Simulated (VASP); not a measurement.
# TiTe (P6_3/mmc) in VASP: single point with r2SCAN

Aim: the single point of TiTe with r2SCAN.

Everything below comes from runs of VASP 6.6.1. Logs are shortened: lines on timing, memory, paths and dates and some standing lists are left out, and cuts for length are marked.

## Step 1: The cell of the first run

It takes space group P6_3/mmc (No. 194, hexagonal). The conventional cell has a = 3.787 Å, b = 3.787 Å, c = 6.312 Å, α = 90.00°, β = 90.00°, γ = 120.00°. Ti (site symmetry -3m) has 6 Te at 2.70 Å and 2 Ti at 3.16 Å within 3.6 Å. Te (site symmetry -6m2) has 6 Ti at 2.70 Å within 3.6 Å.

## Step 2: Single point, r2SCAN

Input file POSCAR:

```
TiTe
1.0
    3.7873211500      0.0000000000      0.0000000000
   -1.8936605700      3.2799149500      0.0000000000
    0.0000000000      0.0000000000      6.3122019100
Ti Te
2 2
Direct
    0.0000000000      0.0000000000      0.0000000000
    0.0000000000      0.0000000000      0.5000000000
    0.3333300000      0.6666700000      0.2500000000
    0.6666600000      0.3333300000      0.7500000000
```

Input file INCAR.step1:

```
SYSTEM = TiTe
PREC     = Accurate       ! precision mode
ENCUT    = 520            ! plane-wave cutoff, eV
ISMEAR   = -1             ! smearing method
SIGMA    = 0.1            ! smearing width, eV
LREAL    = .False.        ! projectors in reciprocal space
LASPH    = .True.         ! aspherical terms in the spheres
NELM     = 100            ! most SCF steps
NBANDS   = 26             ! bands
GGA      = PE             ! functional
ALGO     = Normal         ! electronic algorithm
EDIFF    = 1E-4           ! SCF threshold, eV
LWAVE    = .True.         ! write WAVECAR
LCHARG   = .False.        ! write CHGCAR
```

Input file INCAR.step2:

```
SYSTEM = TiTe
PREC     = Accurate       ! precision mode
ENCUT    = 520            ! plane-wave cutoff, eV
EDIFF    = 1E-6           ! SCF threshold, eV
ISMEAR   = -1             ! smearing method
SIGMA    = 0.1            ! smearing width, eV
LREAL    = .False.        ! projectors in reciprocal space
LASPH    = .True.         ! aspherical terms in the spheres
NELM     = 100            ! most SCF steps
ALGO     = Normal         ! electronic algorithm
ISIF     = 2              ! what is computed and relaxed
LWAVE    = .False.        ! write WAVECAR
LCHARG   = .False.        ! write CHGCAR
METAGGA  = R2SCAN         ! meta-GGA
LMIXTAU  = .True.       
NBANDS   = 26             ! bands
ISTART   = 1
```

Input file KPOINTS:

```
Automatic mesh
0
Gamma
  10 10 6
  0 0 0
```

Potentials or basis: VASP PAW PBE potentials, release 64 (Ti_sv, Te).

Command:

```
> cat potpaw_PBE.64/Ti_sv/POTCAR potpaw_PBE.64/Te/POTCAR > POTCAR
> cp INCAR.step1 INCAR
> mpirun -np 1 vasp_std > vasp.out
> cp INCAR.step2 INCAR
> mpirun -np 1 vasp_std > vasp.out
```

OUTCAR:

```text
SYSTEM = TiTe
   PREC = Accurate
   ENCUT = 520
   EDIFF = 1E-6
   ISMEAR = -1
   LREAL = .False.
   LASPH = .True.
   NELM = 100
   ISIF = 2
   METAGGA = R2SCAN
   ISTART = 1

 ion  position               nearest neighbor table
   1  0.000  0.000  0.000-   3 2.70   4 2.70   3 2.70   4 2.70   4 2.70   3 2.70
   2  0.000  0.000  0.500-   3 2.70   4 2.70   3 2.70   4 2.70   4 2.70   3 2.70
   3  0.333  0.667  0.250-   1 2.70   2 2.70   1 2.70   2 2.70   1 2.70   2 2.70
   4  0.667  0.333  0.750-   1 2.70   2 2.70   1 2.70   2 2.70   1 2.70   2 2.70

  LATTYP: Found a hexagonal cell.
 ALAT       =     3.7873211500
 C/A-ratio  =     1.6666666649

  Lattice vectors:

 A1 = (   3.7873211500,   0.0000000000,   0.0000000000)
 A2 = (  -1.8936605700,   3.2799149500,   0.0000000000)
 A3 = (   0.0000000000,   0.0000000000,   6.3122019100)

Analysis of symmetry for initial positions (statically):
=====================================================================
 Subroutine PRICEL returns:
 Original cell was already a primitive cell.

 Routine SETGRP: Setting up the symmetry group for a
 hexagonal supercell.

 Subroutine GETGRP returns: Found  4 space group operations
 (whereof  2 operations were pure point group operations)
 out of a pool of 24 trial point group operations.

The static configuration has the point symmetry C_2 .
 The point group associated with its full space group is C_2v.

Analysis of symmetry for dynamics (positions and initial velocities):
=====================================================================
 Subroutine PRICEL returns:
 Original cell was already a primitive cell.

 Routine SETGRP: Setting up the symmetry group for a
 hexagonal supercell.

 Subroutine GETGRP returns: Found  4 space group operations
 (whereof  2 operations were pure point group operations)
 out of a pool of 24 trial point group operations.

The dynamic configuration has the point symmetry C_2 .
 The point group associated with its full space group is C_2v.

 Subroutine INISYM returns: Found  4 space group operations
 (whereof  2 operations are pure point group operations),
 and found     1 'primitive' translations

----------------------------------------------------------------------------------------

                                     Primitive cell

  volume of cell :      78.4107

  direct lattice vectors                    reciprocal lattice vectors
     3.787321150  0.000000000  0.000000000     0.264038871  0.152442977  0.000000000
    -1.893660570  3.279914950  0.000000000     0.000000000  0.304885954  0.000000000
     0.000000000  0.000000000  6.312201910     0.000000000  0.000000000  0.158423323

  length of vectors
     3.787321150  3.787319954  6.312201910     0.304885858  0.304885954  0.158423323

  position of ions in fractional coordinates (direct lattice)
     0.000000000  0.000000000  0.000000000
     0.000000000  0.000000000  0.500000000
     0.333330000  0.666670000  0.250000000
     0.666660000  0.333330000  0.750000000

  ion indices of the primitive-cell ions
   primitive index   ion index
                 1           1
                 2           2
                 3           3
                 4           4

----------------------------------------------------------------------------------------

 KPOINTS: Automatic mesh

Automatic generation of k-mesh.
 Grid dimensions read from file:
 generate k-points for:   10   10    6

 Generating k-lattice:

  Cartesian coordinates                     Fractional coordinates (reciprocal lattice)
     0.026403887  0.015244298  0.000000000     0.100000000  0.000000000  0.000000000
     0.000000000  0.030488595  0.000000000     0.000000000  0.100000000  0.000000000
     0.000000000  0.000000000  0.026403887     0.000000000  0.000000000  0.166666667

  Length of vectors
     0.030488586  0.030488595  0.026403887

  Shift w.r.t. Gamma in fractional coordinates (k-lattice)
     0.000000000  0.000000000  0.000000000

 Subroutine IBZKPT returns following result:
 ===========================================

 Found    124 irreducible k-points:

 Following reciprocal coordinates:
            Coordinates               Weight
  0.000000  0.000000  0.000000      1.000000
  0.100000  0.000000  0.000000      4.000000
  0.000000  0.100000  0.000000      2.000000
  0.200000  0.000000  0.000000      4.000000
  0.000000  0.200000  0.000000      2.000000
  0.300000  0.000000  0.000000      4.000000
[... 16 lines left out ...]
  0.200000  0.200000  0.000000      4.000000
 -0.400000  0.200000  0.000000      2.000000
 [... further k-points ...]
   k-points           NKPTS =    124   k-points in BZ     NKDIM =    124   number of bands    NBANDS=     26
   number of dos      NEDOS =    301   number of ions     NIONS =      4
   total plane-waves  NPLWV =  37632
   dimension x,y,z NGX =    28 NGY =   28 NGZ =   48
   dimension x,y,z NGXF=    56 NGYF=   56 NGZF=   96
   ions per type =               2   2
   NGX,Y,Z   is equivalent  to a cutoff of  12.29, 12.29, 12.64 a.u.
   NGXF,Y,Z  is equivalent  to a cutoff of  24.58, 24.58, 25.28 a.u.
 SYSTEM =  TiTe
   PREC   = accura    normal or accurate (medium, high low for compatibility)
   ISTART =      1    job   : 0-new  1-cont  2-samecut
   ICHARG =      0    charge: 1-file 2-atom 10-const
   ISPIN  =      1    spin polarized calculation?
   LNONCOLLINEAR =      F non collinear calculations
   LSORBIT =      F    spin-orbit coupling
   LASPH  =      T    aspherical Exc in radial PAW
   ENCUT  =  520.0 eV  38.22 Ry    6.18 a.u.   7.04  7.04 11.74*2*pi/ulx,y,z
   NELM   =    100;   NELMIN=  2; NELMDL=  0     # of ELM steps
   EDIFF  = 0.1E-05   stopping-criterion for ELM
   LREAL  =      F    real-space projection
   EDIFFG = 0.1E-04   stopping-criterion for IOM
   NSW    =      0    number of steps for IOM
   IBRION =     -1    ionic relax: 0-MD 1-quasi-New 2-CG
   NFREE  =      0    steps in history (QN), initial steepest desc. (CG)
   ISIF   =      2    stress and relaxation
   ISYM   =      2    0-nonsym 1-usesym 2-fastsym
   POTIM  = 0.5000    time-step for ionic-motion
   TEBEG  =    0.0;   TEEND  =   0.0 temperature during run
   PSTRESS=    0.0 pullay stress
   NELECT =      36.0000    total number of electrons
   NUPDOWN=      -1.0000    fix difference up-down
   EMIN   =  10.00;   EMAX   =-10.00  energy-range for DOS
   EFERMI =   0.00;   METHOD = LEGACY
   ISMEAR =    -1;   SIGMA  =   0.10  broadening in eV -4-tet -1-fermi 0-gaus
   EFERMI_NEDOS =   21; number of points for ismear=-14 and -15
   IALGO  =     38    algorithm
   IMIX   =      4    mixing-type and parameters
     AMIX     =   0.40;   BMIX     =  1.00
     AMIX_MAG =   1.60;   BMIX_MAG =  1.00
  volume/ion in A,a.u.               =      19.60       132.29
  Fermi-wavevector in a.u.,A,eV,Ry     =   1.262943  2.386616 21.701638  1.595025
  Thomas-Fermi vector in A             =   2.396325
   LORBIT       =      0    0 simple, 1 ext, 2 COOP (PROOUT), +10 PAW based schemes
   METAGGA = R2SCAN    functional components
   LHFCALC =     F    Hartree Fock is set to
   AEXX    =    0.0000 exact exchange contribution
   IVDW    =     0    specifies the selected vdW correction
   LEPSILON=     F    determine dielectric tensor
   LRPA    =     F    only Hartree local field effects (RPA)
 non-spin polarized calculation
  energy-cutoff  :      520.00
  volume of cell :       78.41
 maximum number of plane-waves:      2134
   NGX = 15   NGY = 15   NGZ = 23

 number of electron      35.9999978 magnetization

 Free energy of the ion-electron system (eV)
  ---------------------------------------------------
  ext. energy  EPLUGINS =         0.00000000
  ---------------------------------------------------
  free energy    TOTEN  =       -79.01638319 eV

  energy without entropy =      -78.88322856  energy(sigma->0) =      -78.94980587

 E-fermi :  10.9451     XC(G=0): -11.8895

 val. band max:       10.9415170389   @ k =   0.2000   0.2000   0.3333
 cond. band min:      10.9478705609   @ k =   0.3000   0.2000   0.1667
 fundamental gap:      0.0063535220
 Fermi energy:        10.9450625233

 k-point     1 :       0.0000    0.0000    0.0000
  band No.  band energies     occupation
      1     -48.7597      2.00000
      2     -48.7414      2.00000
      3     -24.0905      2.00000
      4     -24.0853      2.00000
      5     -24.0853      2.00000
      6     -24.0625      2.00000
[... 18 lines left out ...]
     25      14.2448      0.00000
     26      15.4469      0.00000

 k-point     2 :       0.1000    0.0000    0.0000
  band No.  band energies     occupation
      1     -48.7593      2.00000
      2     -48.7411      2.00000
      3     -24.0912      2.00000
      4     -24.0886      2.00000
      5     -24.0867      2.00000
      6     -24.0672      2.00000
[... 18 lines left out ...]
     25      14.2116      0.00000
     26      15.0262      0.00000

 k-point     3 :       0.0000    0.1000    0.0000
  band No.  band energies     occupation
      1     -48.7593      2.00000
      2     -48.7411      2.00000
      3     -24.0912      2.00000
      4     -24.0886      2.00000
      5     -24.0867      2.00000
      6     -24.0672      2.00000
[... 18 lines left out ...]
     25      14.2116      0.00000
     26      15.0262      0.00000

 k-point     4 :       0.2000    0.0000    0.0000
  band No.  band energies     occupation
      1     -48.7583      2.00000
      2     -48.7402      2.00000
      3     -24.1067      2.00000
      4     -24.0904      2.00000
      5     -24.0835      2.00000
      6     -24.0794      2.00000
[... 18 lines left out ...]
     25      13.6632      0.00000
     26      14.7222      0.00000
[... 496 lines left out ...]
      1     -48.7557      2.00000
      2     -48.7377      2.00000
      3     -24.1437      2.00000
      4     -24.1084      2.00000
      5     -24.1033      2.00000
      6     -24.0746      2.00000
[... 18 lines left out ...]
     25      14.2323      0.00000
     26      14.2364      0.00000

 k-point    23 :       0.2000    0.2000    0.0000
  band No.  band energies     occupation
      1     -48.7565      2.00000
      2     -48.7385      2.00000
      3     -24.1289      2.00000
      4     -24.1028      2.00000
      5     -24.0967      2.00000
      6     -24.0747      2.00000
[... 18 lines left out ...]
     25      14.0791      0.00000
     26      14.1559      0.00000

 k-point    24 :      -0.4000    0.2000    0.0000
  band No.  band energies     occupation
      1     -48.7565      2.00000
      2     -48.7385      2.00000
      3     -24.1289      2.00000
      4     -24.1028      2.00000
      5     -24.0967      2.00000
      6     -24.0747      2.00000
[... 18 lines left out ...]
     25      14.0791      0.00000
     26      14.1559      0.00000

 [... further k-points ...]

------------------------ aborting loop because EDIFF is reached ----------------------------------------

  FORCE on cell =-STRESS in cart. coord.  units (eV):
  Direction    XX          YY          ZZ          XY          YZ          ZX
  --------------------------------------------------------------------------------------
  -------------------------------------------------------------------------------------
  Total        5.7288031      5.7282744      8.9381191      0.0000000      0.0000000      0.0000000
  in kB      117.0574018    117.0465980    182.6337861      0.0000002      0.0000000      0.0000000
  external PRESSURE =     138.9125953 kB  Pullay stress =       0.0000000 kB

 VOLUME and BASIS-vectors are now :
 -----------------------------------------------------------------------------
  energy-cutoff  :      520.00
  volume of cell :       78.41
      direct lattice vectors                 reciprocal lattice vectors
     3.787321150  0.000000000  0.000000000     0.264038871  0.152442977  0.000000000
    -1.893660570  3.279914950  0.000000000     0.000000000  0.304885954  0.000000000
     0.000000000  0.000000000  6.312201910     0.000000000  0.000000000  0.158423323

 POSITION                                       TOTAL-FORCE (eV/Angst)
 -----------------------------------------------------------------------------------
      0.00000      0.00000      0.00000        -0.000164      0.000000      0.000000
      0.00000      0.00000      3.15610        -0.000164      0.000000      0.000000
     -0.00002      2.18662      1.57805         0.000164     -0.000112      0.000000
      1.89364      1.09329      4.73415         0.000164      0.000112     -0.000000
 -----------------------------------------------------------------------------------
    total drift:                               -0.000001      0.000000     -0.000000

  FREE ENERGIE OF THE ION-ELECTRON SYSTEM (eV)
  ---------------------------------------------------
  free  energy   TOTEN  =       -79.0163831923 eV

  energy  without entropy=      -78.8832285572  energy(sigma->0) =      -78.94980587
```

Run time: 17 min. Hardware: 1 thread of Intel Xeon Platinum 8375C at 2.90GHz (Ice Lake), shared host; peak memory 0.35 GiB.

What came out:

* Free energy: -79.0164 eV
* Pressure: 13.9 GPa
* Band gap on the k mesh: zero (band 18 reaches 11.30 eV, above the bottom of band 19 at 10.28 eV)

Stress tensor (GPa, compression positive):
```
11.71  0.00  0.00
 0.00 11.70  0.00
 0.00  0.00 18.26
```

Levels at points of the mesh, in eV from the Fermi level:
| k point | band 16 | band 17 | band 18 | band 19 | band 20 | band 21 |
| --- | --- | --- | --- | --- | --- | --- |
| (0.00, 0.00, 0.00) | -1.01 | -1.01 | -0.67 | -0.67 | -0.49 | -0.49 |
| (0.50, 0.00, 0.00) | -3.42 | -2.14 | -0.08 | 0.61 | 0.78 | 0.96 |
| (0.00, 0.50, 0.00) | -3.42 | -2.14 | -0.08 | 0.61 | 0.78 | 0.96 |
| (0.00, 0.00, 0.50) | -3.25 | -0.08 | -0.08 | -0.08 | -0.08 | 0.34 |
| (0.50, 0.00, 0.50) | -3.89 | -1.05 | -1.05 | 0.94 | 0.94 | 1.23 |
| (0.00, 0.50, 0.50) | -3.89 | -1.05 | -1.05 | 0.94 | 0.94 | 1.23 |

Caveat: the PAW data sets were made with another functional, which shifts forces and pressure a little; spin-orbit coupling is left out, which moves the levels of the heavy elements.
